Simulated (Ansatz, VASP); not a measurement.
**Ru: VASP beside Ansatz**

INCAR

```
PREC = Accurate ; ENCUT = 600
EDIFF = 1E-7 ; ISMEAR = -1
SIGMA = 0.15 ; LREAL = F
LASPH = T ; NELM = 60
ALGO = Normal ; ISIF = 3
LWAVE = F ; LCHARG = F
IBRION = 2 ; NSW = 80
EDIFFG = -0.001
```

KPOINTS

```
regular mesh
0
Gamma
  15 15 8
```

File POSCAR:

```
Ru
1.0
    2.6743058386      0.0000000000      0.0000000000
   -1.3371529193      2.3160167938      0.0000000000
    0.0000000000      0.0000000000      4.2260483473
Ru
2
Direct
    0.3333333333      0.6666666667      0.2500000000
    0.6666666667      0.3333333333      0.7500000000
```

Input for Ansatz:

```yaml
crystal:
  lattice:
    - [2.6743058386, 0.0, 0.0]
    - [-1.3371529193, 2.3160167938, 0.0]
    - [0.0, 0.0, 4.2260483473]
  atoms:
    - { symbol: Ru, position: [0.3333333333, 0.6666666667, 0.25] }
    - { symbol: Ru, position: [0.6666666667, 0.3333333333, 0.75] }
basis:
  ecutwfc: 420
kpoints:
  mp_grid: { grid: [15, 15, 8] }
hamiltonian:
  xc: lda
  pseudopotentials: { kind: paw, azcp: { folder: soft_1 } }
scf:
  occupations: { method: fermi_dirac, width: 0.15 }
output:
  forces: true
  stress: true
  eigenvalues: true
relax:
  adjacent_minimum: "off"
  f_tol: 0.001
  max_steps: 60
  cell: { stress_tol: 0.01 }
```

Alike in both runs: task relaxation of cell and atoms; functional LDA; k mesh 15 × 15 × 8; occupations fermi-dirac, width 0.15 eV; no spin polarisation.

|  | VASP | Ansatz |
| --- | --- | --- |
| version | VASP 6.6.1 | Ansatz 0.2.0 |
| potentials or method | VASP PAW LDA potentials, release 64 (Ru_pv), cutoff 600 eV | scalar-relativistic, plane waves, PAW |
| valence electrons in the cell | 28 | 32 |

Ansatz gave:

| Property | Result |
| --- | --- |
| gap on the k mesh at the Fermi level, each at its own relaxed structure (eV) | none |
| relaxed volume (Å³/atom) | 13.10 |
| relaxed cell length with the largest relative difference (Å) | 4.226 |

What did VASP give for the same quantities?

gap on the k mesh at the Fermi level, each at its own relaxed structure (eV): none; relaxed volume (Å³/atom): 13.14; relaxed cell length with the largest relative difference (Å): 4.230.

Ansatz warns that its potentials were made for another functional, while VASP's fit it. LDA's correlation is that of Perdew and Zunger in VASP and of Perdew and Wang (1992) in Ansatz. A gap of «none» marks a metal or a gap that the smearing closes. VASP's potentials hold 28 valence electrons a cell and Ansatz's 32, so a difference there can come from the potentials and not from the codes.
